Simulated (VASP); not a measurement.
# CuO (P1) in VASP: settings compared, part 2 of 2

VASP 6.6.1.

### 5 Single point, BLYP

This run uses another cell than the first one, of 8.91 Å³/atom, 0.940 times its volume.

INCAR reads:

```
PREC = Accurate
ENCUT = 520
EDIFF = 1E-7
ISMEAR = -1
SIGMA = 0.05
LREAL = False
LASPH = True
NELM = 100
ALGO = Normal
ISIF = 2
LWAVE = False
LCHARG = False
GGA = B5
ALDAX = 1.0
AGGAX = 1.0
AGGAC = 1.0
ALDAC = 0.0
NBANDS = 25
```

KPOINTS reads:

```
Automatic mesh
0
Gamma
  10 10 6
```

POSCAR reads:

```
CuO
1.0
    0.0000000000     -2.0733527743     -2.0733527743
   -2.0733527743      0.0000000000     -2.0733527743
    2.0733527743      2.0733527743     -4.1467055485
Cu O
2 2
Direct
    0.5038875400      0.4769880100      0.4880064000
    0.0038875400      0.9769880100      0.9880064000
    0.7461124600      0.7730119900      0.7619936000
    0.2461124600      0.2730119900      0.2619936000
```

Potentials or basis: VASP PAW PBE potentials, release 64 (Cu, O).

On the command line:

```
$ cat potpaw_PBE.64/Cu/POTCAR potpaw_PBE.64/O/POTCAR > POTCAR
$ mpirun -np 1 vasp_std > vasp.out
```

OUTCAR:

```text
PREC = Accurate
   ENCUT = 520
   EDIFF = 1E-7
   ISMEAR = -1
   LREAL = False
   LASPH = True
   NELM = 100
   ISIF = 2
   GGA = B5

 ion  position               nearest neighbor table
   1  0.504  0.477  0.488-   4 1.90   4 2.02   3 2.04   4 2.13   3 2.15   3 2.25
   2  0.004  0.977  0.988-   3 1.90   3 2.02   4 2.04   3 2.13   4 2.15   4 2.25
   3  0.746  0.773  0.762-   2 1.90   2 2.02   1 2.04   2 2.13   1 2.15   1 2.25
   4  0.246  0.273  0.262-   1 1.90   1 2.02   2 2.04   1 2.13   2 2.15   2 2.25

  LATTYP: Found a trigonal (rhomboedric) cell.
 ALAT       =     5.0786563538
 COS(alpha) =     0.8333333333

  Lattice vectors:

 A1 = (   2.0733527743,   4.1467055486,  -2.0733527742)
 A2 = (   4.1467055486,   2.0733527743,  -2.0733527742)
 A3 = (   2.0733527743,   2.0733527743,  -4.1467055485)

Analysis of symmetry for initial positions (statically):
=====================================================================
 Subroutine PRICEL returns following result:

  LATTYP: Found a face centered cubic cell.
 ALAT       =     4.1467055486

  Lattice vectors:

 A1 = (   0.0000000000,  -2.0733527743,   2.0733527742)
 A2 = (   2.0733527743,  -2.0733527743,   0.0000000000)
 A3 = (   2.0733527743,   0.0000000000,   2.0733527743)

   2 primitive cells build up your supercell.

 Routine SETGRP: Setting up the symmetry group for a
 trigonal (rhombohedral) supercell.

 Subroutine GETGRP returns: Found  1 space group operations
 (whereof  1 operations were pure point group operations)
 out of a pool of 12 trial point group operations.

The static configuration has the point symmetry C_1 .

Analysis of symmetry for dynamics (positions and initial velocities):
=====================================================================
 Subroutine PRICEL returns following result:

[... 156 lines left out ...]
   EFERMI_NEDOS =   21; number of points for ismear=-14 and -15
   IALGO  =     38    algorithm
   IMIX   =      4    mixing-type and parameters
     AMIX     =   0.40;   BMIX     =  1.00
     AMIX_MAG =   1.60;   BMIX_MAG =  1.00
  volume/ion in A,a.u.               =       8.91        60.15
  Fermi-wavevector in a.u.,A,eV,Ry     =   1.611417  3.045137 35.329768  2.596665
  Thomas-Fermi vector in A             =   2.706811
   LORBIT       =      0    0 simple, 1 ext, 2 COOP (PROOUT), +10 PAW based schemes
   GGA     = B5    functional components
   LHFCALC =     F    Hartree Fock is set to
   AEXX    =    0.0000 exact exchange contribution
   IVDW    =     0    specifies the selected vdW correction
   LEPSILON=     F    determine dielectric tensor
   LRPA    =     F    only Hartree local field effects (RPA)
 non-spin polarized calculation
  energy-cutoff  :      520.00
  volume of cell :       35.65
 maximum number of plane-waves:      1007
 NGX is ok and might be reduce to    24
   NGX = 11   NGY = 11   NGZ = 19

 number of electron      33.9999989 magnetization

 Free energy of the ion-electron system (eV)
  ---------------------------------------------------
  ext. energy  EPLUGINS =         0.00000000
  ---------------------------------------------------
  free energy    TOTEN  =       -16.84387284 eV

  energy without entropy =      -16.81958327  energy(sigma->0) =      -16.83172806

 E-fermi :   7.4720     XC(G=0): -12.1951

 val. band max:        7.4714881629   @ k =  -0.2000   0.1000  -0.0000
 cond. band min:       7.4723370388   @ k =   0.1000   0.4000  -0.0000
 fundamental gap:      0.0008488758
 Fermi energy:         7.4720497368

 k-point     1 :       0.0000    0.0000    0.0000
  band No.  band energies     occupation
      1     -12.6157      2.00000
      2     -11.1934      2.00000
      3      -0.5344      2.00000
      4       1.9919      2.00000
      5       2.1659      2.00000
      6       3.6625      2.00000
[... 661 lines left out ...]
     24      19.4512      0.00000
     25      22.0274      0.00000

 [... further k-points ...]

------------------------ aborting loop because EDIFF is reached ----------------------------------------

  FORCE on cell =-STRESS in cart. coord.  units (eV):
  Direction    XX          YY          ZZ          XY          YZ          ZX
  --------------------------------------------------------------------------------------
  -------------------------------------------------------------------------------------
  Total        5.5744252      5.8086073      8.0489901      0.0816697      0.3621733     -0.2453396
  in kB      250.5134649    261.0375608    361.7198801      3.6702192     16.2759910    -11.0255073
  external PRESSURE =     291.0903019 kB  Pullay stress =       0.0000000 kB

 VOLUME and BASIS-vectors are now :
 -----------------------------------------------------------------------------
  energy-cutoff  :      520.00
  volume of cell :       35.65
      direct lattice vectors                 reciprocal lattice vectors
     0.000000000 -2.073352774 -2.073352774     0.120577648 -0.361732943 -0.120577648
    -2.073352774  0.000000000 -2.073352774    -0.361732943  0.120577648 -0.120577648
     2.073352774  2.073352774 -4.146705548     0.120577648  0.120577648 -0.120577648

 POSITION                                       TOTAL-FORCE (eV/Angst)
 -----------------------------------------------------------------------------------
      0.02285     -0.03293     -4.05732        -0.310040      0.448681     -1.589681
      0.02285      2.04043     -6.13067        -0.310040      0.448681     -1.589681
     -0.02285      0.03293     -6.30944         0.310040     -0.448681      1.589681
     -0.02285      0.03293     -2.16274         0.310040     -0.448681      1.589681
 -----------------------------------------------------------------------------------
    total drift:                               -0.000199      0.000539     -0.000867

  FREE ENERGIE OF THE ION-ELECTRON SYSTEM (eV)
  ---------------------------------------------------
  free  energy   TOTEN  =       -16.8438728432 eV

  energy  without entropy=      -16.8195832720  energy(sigma->0) =      -16.83172806
```

OSZICAR:

```text
N       E                     dE             d eps       ncg     rms          rms(c)
DAV:   1     0.293785135012E+03    0.29379E+03   -0.16544E+04 16600   0.226E+03
DAV:   2     0.108927763772E+02   -0.28289E+03   -0.26217E+03 15552   0.411E+02
DAV:   3    -0.218294724516E+02   -0.32722E+02   -0.30827E+02 18413   0.152E+02
DAV:   4    -0.228511559270E+02   -0.10217E+01   -0.10147E+01 18591   0.293E+01
DAV:   5    -0.228682943058E+02   -0.17138E-01   -0.17131E-01 19123   0.337E+00    0.161E+01
DAV:   6    -0.189646872895E+02    0.39036E+01   -0.28856E+01 20983   0.131E+02    0.108E+01
DAV:   7    -0.168181600382E+02    0.21465E+01   -0.75297E+00 19039   0.102E+02    0.244E+00
DAV:   8    -0.168880478564E+02   -0.69888E-01   -0.11941E+00 18812   0.829E+00    0.154E+00
DAV:   9    -0.168562645271E+02    0.31783E-01   -0.74082E-02 26065   0.953E+00    0.859E-01
DAV:  10    -0.168439218872E+02    0.12343E-01   -0.26956E-02 24232   0.486E+00    0.300E-01
DAV:  11    -0.168438783705E+02    0.43517E-04   -0.94631E-03 17807   0.793E-01    0.619E-02
DAV:  12    -0.168439270404E+02   -0.48670E-04   -0.28168E-04 22466   0.268E-01    0.526E-02
DAV:  13    -0.168438724411E+02    0.54599E-04   -0.53703E-05 23393   0.315E-01    0.931E-03
DAV:  14    -0.168438738592E+02   -0.14181E-05   -0.14990E-05 22666   0.353E-02    0.859E-03
DAV:  15    -0.168438729841E+02    0.87513E-06   -0.91488E-07 20785   0.177E-02    0.325E-03
DAV:  16    -0.168438728806E+02    0.10348E-06   -0.22302E-07 10578   0.108E-02    0.218E-03
DAV:  17    -0.168438728432E+02    0.37382E-07   -0.13235E-07  8588   0.438E-03
   1 F= -.16843873E+02 E0= -.16831728E+02  d E =-.242896E-01
```

Run time: 4.2 min. Hardware: 1 thread of Intel Xeon Platinum 8375C at 2.90GHz (Ice Lake), shared host; peak memory 0.34 GiB.

Results:

```
Free energy            : -16.8439 eV
Pressure               : 29.1 GPa
Largest force          : 1.681 eV/Å
Band gap on the k mesh : zero (band 17 reaches 8.22 eV, above the bottom of band 18 at 6.99 eV)
```

Forces in eV/Å, atoms in the order of the input:
```
Cu  -0.310  0.449 -1.590
Cu  -0.310  0.449 -1.590
O    0.310 -0.449  1.590
O    0.310 -0.449  1.590
```

Stress tensor (GPa, compression positive):
```
25.05  0.37 -1.10
 0.37 26.10  1.63
-1.10  1.63 36.17
```

Levels at points of the mesh, in eV from the Fermi level:
| k point | band 13 | band 14 | band 15 | band 16 | band 17 | band 18 | band 19 | band 20 | band 21 | band 22 |
| --- | --- | --- | --- | --- | --- | --- | --- | --- | --- | --- |
| (0.00, 0.00, 0.00) | -1.80 | -1.72 | -1.59 | -1.29 | 0.57 | 0.74 | 1.92 | 6.36 | 10.03 | 14.32 |
| (0.50, 0.00, 0.00) | -1.74 | -1.74 | -0.77 | -0.77 | -0.31 | -0.31 | 7.59 | 7.59 | 10.07 | 10.07 |
| (0.00, 0.50, 0.00) | -1.67 | -1.67 | -0.62 | -0.62 | -0.33 | -0.33 | 7.61 | 7.61 | 10.01 | 10.01 |
| (0.50, 0.50, 0.00) | -1.88 | -1.88 | -1.62 | -1.60 | 0.53 | 0.71 | 5.83 | 6.37 | 10.03 | 11.51 |
| (0.00, 0.00, 0.50) | -2.05 | -2.05 | -0.20 | -0.20 | -0.07 | -0.07 | 4.67 | 4.67 | 12.60 | 12.60 |
| (0.50, 0.00, 0.50) | -1.84 | -1.81 | -1.62 | -1.54 | 0.49 | 0.64 | 5.87 | 6.40 | 10.03 | 11.26 |
| (0.00, 0.50, 0.50) | -1.84 | -1.79 | -1.55 | -1.54 | 0.75 | 0.79 | 5.88 | 6.30 | 10.02 | 11.24 |
| (0.50, 0.50, 0.50) | -1.75 | -1.75 | -0.75 | -0.75 | -0.48 | -0.48 | 7.57 | 7.57 | 10.20 | 10.20 |

Caveat: the PAW data sets were made with another functional, which shifts forces and pressure a little; semilocal functionals often make such compounds metallic where correlation or magnetic order opens a gap, which also shifts bond lengths. With open d or f shells a metallic result of BLYP can be an artefact of self-interaction; +U or a hybrid may open a gap.

### 6 Single point, LDA

This run uses another cell than the first one, of 9.10 Å³/atom, 0.960 times its volume.

INCAR reads:

```
SYSTEM = CuO
PREC = Accurate
ENCUT = 520
EDIFF = 1E-6
ISMEAR = -1
SIGMA = 0.05
LREAL = .False.
LASPH = .True.
NELM = 60
ALGO = Normal
ISIF = 2
LWAVE = .False.
LCHARG = .False.
NBANDS = 25
```

KPOINTS reads:

```
regular mesh
0
Gamma
  10 10 6
  0 0 0
```

POSCAR reads:

```
CuO
1.0
    0.0000000000     -2.0879543312     -2.0879543312
   -2.0879543312      0.0000000000     -2.0879543312
    2.0879543312      2.0879543312     -4.1759086624
Cu O
2 2
Direct
    0.5038875400      0.4769880100      0.4880064000
    0.0038875400      0.9769880100      0.9880064000
    0.7461124600      0.7730119900      0.7619936000
    0.2461124600      0.2730119900      0.2619936000
```

Potentials or basis: VASP PAW LDA potentials, release 64 (Cu, O).

On the command line:

```
$ cat potpaw_LDA.64/Cu/POTCAR potpaw_LDA.64/O/POTCAR > POTCAR
$ mpirun -np 1 vasp_std > vasp.out
```

It took 3.3 min on 1 thread of Intel Xeon Platinum 8375C at 2.90GHz (Ice Lake), shared host; peak memory 0.32 GiB.

It converged, with:

* Free energy: -22.5559 eV
* Pressure: -2.6 GPa
* Largest force: 1.288 eV/Å
* Band gap on the k mesh: zero (band 17 reaches 7.25 eV, above the bottom of band 18 at 6.04 eV)

Forces in eV/Å, atoms in the order of the input:
```
Cu  -0.233  0.333 -1.222
Cu  -0.233  0.333 -1.222
O    0.233 -0.333  1.222
O    0.233 -0.333  1.222
```

Stress tensor (GPa, compression positive):
```
-5.88  0.24 -0.74
 0.24 -5.02  1.11
-0.74  1.11  3.14
```

Levels at points of the mesh, in eV from the Fermi level:
```csv
k point,band 13,band 14,band 15,band 16,band 17,band 18,band 19,band 20,band 21,band 22
"(0.00, 0.00, 0.00)",-1.71,-1.64,-1.50,-1.25,0.56,0.74,1.62,5.88,9.69,13.88
"(0.50, 0.00, 0.00)",-1.64,-1.64,-0.78,-0.78,-0.30,-0.30,7.26,7.26,9.63,9.63
"(0.00, 0.50, 0.00)",-1.57,-1.57,-0.63,-0.63,-0.32,-0.32,7.28,7.28,9.57,9.57
"(0.50, 0.50, 0.00)",-1.78,-1.78,-1.62,-1.52,0.53,0.70,5.54,5.90,9.69,11.02
"(0.00, 0.00, 0.50)",-1.97,-1.97,-0.18,-0.18,-0.06,-0.06,4.36,4.36,12.08,12.08
"(0.50, 0.00, 0.50)",-1.78,-1.74,-1.53,-1.53,0.49,0.64,5.59,5.92,9.69,10.77
"(0.00, 0.50, 0.50)",-1.77,-1.74,-1.53,-1.47,0.74,0.78,5.59,5.83,9.68,10.75
"(0.50, 0.50, 0.50)",-1.66,-1.66,-0.76,-0.76,-0.47,-0.47,7.24,7.24,9.76,9.76
```

Caveat: semilocal functionals often make such compounds metallic where correlation or magnetic order opens a gap, which also shifts bond lengths; forces of over 1 eV/Å act on the atoms, so gaps and moduli don't describe the material at rest. With open d or f shells a metallic result of LDA can be an artefact of self-interaction; +U or a hybrid may open a gap.

### 7 The runs side by side

```tsv
task	level	potentials or basis	cell	k mesh	cutoff (eV)	gap on the mesh (eV)	pressure (GPa)	largest force (eV/Å)
relaxation of cell and atoms	PBE	VASP PAW PBE potentials, release 64 (Cu, O)	relaxed from a = 2.993, b = 2.993, c = 5.184 Å, angles 73.2, 73.2, 60.0°, 4 atoms	8 × 8 × 5	600	none	0.0	0.01
single point	PBE	VASP PAW PBE potentials, release 64 (Cu, O)	a = 2.993, b = 2.993, c = 5.184 Å, angles 73.2, 73.2, 60.0°, 4 atoms	5 × 5 × 3	520	none	6.0	1.23
single point	LDA	VASP PAW LDA potentials, release 64 (Cu, O)	a = 2.932, b = 2.932, c = 5.079 Å, angles 73.2, 73.2, 60.0°, 4 atoms	10 × 10 × 6	520	none	2.0	1.42
single point	BLYP	VASP PAW PBE potentials, release 64 (Cu, O)	a = 2.932, b = 2.932, c = 5.079 Å, angles 73.2, 73.2, 60.0°, 4 atoms	10 × 10 × 6	520	none	29.1	1.68
single point	LDA	VASP PAW LDA potentials, release 64 (Cu, O)	a = 2.953, b = 2.953, c = 5.114 Å, angles 73.2, 73.2, 60.0°, 4 atoms	10 × 10 × 6	520	none	-2.6	1.29
```

Alike in all rows: no spin polarisation; smearing fermi-dirac 0.05 eV.

Caveats: some runs use coarse meshes; semilocal functionals often make such compounds metallic where correlation or magnetic order opens a gap, which also shifts bond lengths; forces of over 1 eV/Å act on the atoms, so gaps and moduli don't describe the material at rest (some runs); the PAW data sets were made with another functional, which shifts forces and pressure a little (some runs).

Absolute energies hang on the potentials; compare differences alone.
